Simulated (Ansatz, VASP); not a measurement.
## Two plane-wave programs on CsH

Contents of POSCAR:

```
CsH
1.0
    0.0000000000      3.0604800000      3.1880000000
    3.0604800000      0.0000000000      3.1880000000
    3.0604800000      3.0604800000      0.0000000000
Cs H
1 1
Direct
    0.0000000000      0.0000000000      0.0000000000
    0.5000000000      0.5000000000      0.5000000000
```

File INCAR.step1:

```
SYSTEM = CsH
PREC     = Accurate       ! precision mode
ENCUT    = 520            ! plane-wave cutoff, eV
ISMEAR   = 0              ! smearing method
SIGMA    = 0.05           ! smearing width, eV
LREAL    = .False.        ! projectors in reciprocal space
LASPH    = .True.         ! aspherical terms in the spheres
NELM     = 100            ! most SCF steps
NBANDS   = 12             ! bands
GGA      = PE             ! functional
ALGO     = Normal         ! electronic algorithm
EDIFF    = 1E-4           ! SCF threshold, eV
LWAVE    = .True.         ! write WAVECAR
LCHARG   = .False.        ! write CHGCAR
```

INCAR.step2

```
SYSTEM = CsH
PREC     = Accurate       ! precision mode
ENCUT    = 520            ! plane-wave cutoff, eV
EDIFF    = 1E-7           ! SCF threshold, eV
ISMEAR   = 0              ! smearing method
SIGMA    = 0.05           ! smearing width, eV
LREAL    = .False.        ! projectors in reciprocal space
LASPH    = .True.         ! aspherical terms in the spheres
NELM     = 100            ! most SCF steps
ALGO     = Normal         ! electronic algorithm
ISIF     = 2              ! what is computed and relaxed
LWAVE    = .False.        ! write WAVECAR
LCHARG   = .False.        ! write CHGCAR
METAGGA  = R2SCAN         ! meta-GGA
LMIXTAU  = .True.       
NBANDS   = 12             ! bands
ISTART   = 1
```

Contents of KPOINTS:

```
Automatic mesh
0
Gamma
  6 6 6
  0 0 0
```

Input for Ansatz:

```yaml
crystal:
  lattice:
    - [0.0, 3.06048, 3.188]
    - [3.06048, 0.0, 3.188]
    - [3.06048, 3.06048, 0.0]
  atoms:
    - { symbol: Cs, position: [0.0, 0.0, 0.0] }
    - { symbol: H, position: [0.5, 0.5, 0.5] }
basis:
  ecutwfc: 500
kpoints:
  mp_grid: { grid: [6, 6, 6] }
hamiltonian:
  xc: r2scan
scf:
  occupations: { method: gaussian, width: 0.05 }
output:
  forces: true
  stress: true
  eigenvalues: true
```

Change from the starting cell: strain -0.040 along x and y, +0.000 along z, atoms carried along.

Alike in both runs: task single point; functional r2SCAN; k mesh 6 × 6 × 6; occupations gaussian, width 0.05 eV; no spin polarisation.

|  | VASP | Ansatz |
| --- | --- | --- |
| version | VASP 6.6.1 | Ansatz 0.2.0 |
| potentials or method | VASP PAW PBE potentials, release 64 (Cs_sv, H), cutoff 520 eV | scalar-relativistic, plane waves, PAW |
| valence electrons in the cell | 10 | 10 |

```tsv
	VASP	Ansatz	Ansatz less VASP
gap on the k mesh at the Fermi level (eV)	2.55	2.57	+0.022
least direct gap on the mesh (eV)	2.55	2.57	+0.022
pressure (GPa)	1.0	1.0	-0.05
traceless stress, the component that is largest in VASP (GPa)	-0.83	-0.81	+0.018
```

VASP's potentials were made for PBE, not for r2SCAN.

Spin-orbit coupling is off throughout.
